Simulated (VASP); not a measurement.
Wanted: the native input for a VASP 6.6.1 run.

| Quantity | Value |
| --- | --- |
| Task | relaxation of shape and atoms at fixed volume |
| Functional | PBEsol |
| Potentials or basis | VASP PAW PBE potentials, release 64 (Ti_sv, B) |
| Cutoff | 600 eV |
| k mesh | 18 × 18 × 14 |
| Occupations | gaussian, width 0.1 eV |
| Spin | no spin polarisation |
| Dipole correction | no |
| Further INCAR settings | ALGO = Normal; EDIFF = 1e-06; IBRION = 2; EDIFFG = -0.01; NSW = 50; ISIF = 4 |

The structure of TiB2 lies in POSCAR:

```
TiB2
1.0
    3.1066033204      0.0000000000      0.0000000000
   -1.5533016602      2.6903973950      0.0000000000
    0.0000000000      0.0000000000      3.3055960134
Ti B
1 2
Direct
    0.0000000000      0.0000000000      0.0000000000
    0.3333333333      0.6666666667      0.5000000000
    0.6666666667      0.3333333333      0.5000000000
```

The input as run:

INCAR

```
PREC = Accurate
ENCUT = 600
EDIFF = 1E-6
ISMEAR = 0
SIGMA = 0.1
LREAL = False
LASPH = True
NELM = 100
ALGO = Normal
ISIF = 4
LWAVE = False
LCHARG = False
GGA = PS
IBRION = 2
NSW = 50
EDIFFG = -0.01
```

KPOINTS

```
regular mesh
0
Gamma
  18 18 14
```

Potentials or basis: VASP PAW PBE potentials, release 64 (Ti_sv, B).

The run is started by

```sh
$ cat potpaw_PBE.64/Ti_sv/POTCAR potpaw_PBE.64/B/POTCAR > POTCAR
$ mpirun -np 1 vasp_std > vasp.out
```

Results of the run:

The energy gained by relaxing is 0.2 meV/atom and the ionic steps are 2. The pressure after relaxing is -20.6 GPa and the band gap on the k mesh is zero (bands 9 and 10 overlap by 0.59 eV).

Caveat: the PAW data sets were made with another functional, which shifts forces and pressure a little.

It took 4.1 min on 1 thread of Intel Xeon 8259CL, with other jobs on the host, peak memory 0.27 GiB.
